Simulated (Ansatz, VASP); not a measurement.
**ScAl3N4 in VASP and in Ansatz**

File INCAR:

```
SYSTEM = ScAl3N4
PREC = Accurate
ENCUT = 520
EDIFF = 1E-6
ISMEAR = 0
SIGMA = 0.01
LREAL = Auto
LASPH = .True.
NELM = 80
ALGO = Normal
ISIF = 2
LWAVE = .False.
LCHARG = .True.
GGA = CA
LELF = .True.
LVHAR = .True.
NBANDS = 54
```

Contents of KPOINTS:

```
Automatic mesh
0
Gamma
  6 6 4
  0 0 0
```

POSCAR

```
ScAl3N4
1.0
    4.8052704893     -2.7733765745     -0.0071344788
   -3.2058220830     -0.0169330400     -4.8598131143
    3.2373037387      5.6052829177     -0.0013837804
Sc Al N
2 6 8
Direct
    0.3564831359      0.0482380051      0.0077820927
    0.9444323813      0.5425323606      0.1368288122
    0.8390738273      0.0208433015      0.2593345049
    0.3477113365      0.0271042169      0.5107168944
    0.8505796432      0.0292712682      0.7526379630
    0.4244418518      0.5209230486      0.3879364510
    0.9305110116      0.5262800178      0.6315422868
    0.4319865496      0.5352266531      0.8765462697
    0.6048420597      0.5755723775      0.1459590559
    0.1357156974      0.5904084634      0.4104251955
    0.6325368291      0.5894213214      0.6448453648
    0.1326233999      0.5923481358      0.8868516334
    0.7267018711      0.0836756190      0.0208956118
    0.1979351364      0.0765311218      0.2804931216
    0.7071231597      0.0871703194      0.5216063332
    0.2093021096      0.0984537698      0.7615984089
```

Input for Ansatz:

```yaml
crystal:
  lattice:
    - [4.8052704893, -2.7733765745, -0.0071344788]
    - [-3.205822083, -0.01693304, -4.8598131143]
    - [3.2373037387, 5.6052829177, -0.0013837804]
  atoms:
    - { symbol: Sc, position: [0.3564831359, 0.0482380051, 0.0077820927] }
    - { symbol: Al, position: [0.8390738273, 0.0208433015, 0.2593345049] }
    - { symbol: Al, position: [0.3477113365, 0.0271042169, 0.5107168944] }
    - { symbol: Al, position: [0.8505796432, 0.0292712682, 0.752637963] }
    - { symbol: Sc, position: [0.9444323813, 0.5425323606, 0.1368288122] }
    - { symbol: Al, position: [0.4244418518, 0.5209230486, 0.387936451] }
    - { symbol: Al, position: [0.9305110116, 0.5262800178, 0.6315422868] }
    - { symbol: Al, position: [0.4319865496, 0.5352266531, 0.8765462697] }
    - { symbol: "N", position: [0.6048420597, 0.5755723775, 0.1459590559] }
    - { symbol: "N", position: [0.1357156974, 0.5904084634, 0.4104251955] }
    - { symbol: "N", position: [0.6325368291, 0.5894213214, 0.6448453648] }
    - { symbol: "N", position: [0.1326233999, 0.5923481358, 0.8868516334] }
    - { symbol: "N", position: [0.7267018711, 0.083675619, 0.0208956118] }
    - { symbol: "N", position: [0.1979351364, 0.0765311218, 0.2804931216] }
    - { symbol: "N", position: [0.7071231597, 0.0871703194, 0.5216063332] }
    - { symbol: "N", position: [0.2093021096, 0.0984537698, 0.7615984089] }
basis:
  ecutwfc: 420
  xc_grid: 2
kpoints:
  mp_grid: { grid: [6, 6, 4] }
hamiltonian:
  xc: lda
  pseudopotentials: { kind: paw, azcp: { folder: soft_1 } }
scf:
  occupations: { method: fixed }
output:
  forces: true
  stress: true
  eigenvalues: true
  polarization: {}
```

Change from the starting cell: polar distortion scaled by 0.55.

Alike in both runs: task single point; functional LDA; k mesh 6 × 6 × 4; no spin polarisation.

```csv
,VASP,Ansatz
version,VASP 6.6.1,Ansatz 0.2.0
potentials or method,"VASP PAW LDA potentials, release 64 (Sc_sv, Al, N), cutoff 520 eV","scalar-relativistic, plane waves, PAW"
occupations,"gaussian, width 0.01 eV",fixed
valence electrons in the cell,80,80
```

Ansatz gave:

```
gap on the k mesh at the Fermi level (eV) : 2.64
least direct gap on the mesh (eV)         : 2.97
pressure (GPa)                            : 1.7
rms of the force components (eV/Å)        : 0.731
```

Task: What did VASP give for the same quantities?

Result: gap on the k mesh at the Fermi level (eV): 2.63; least direct gap on the mesh (eV): 2.97; pressure (GPa): 2.6; rms of the force components (eV/Å): 0.757.

Ansatz warns that its potentials were made for another functional, while VASP's fit it. LDA's correlation is that of Perdew and Zunger in VASP and of Perdew and Wang (1992) in Ansatz.
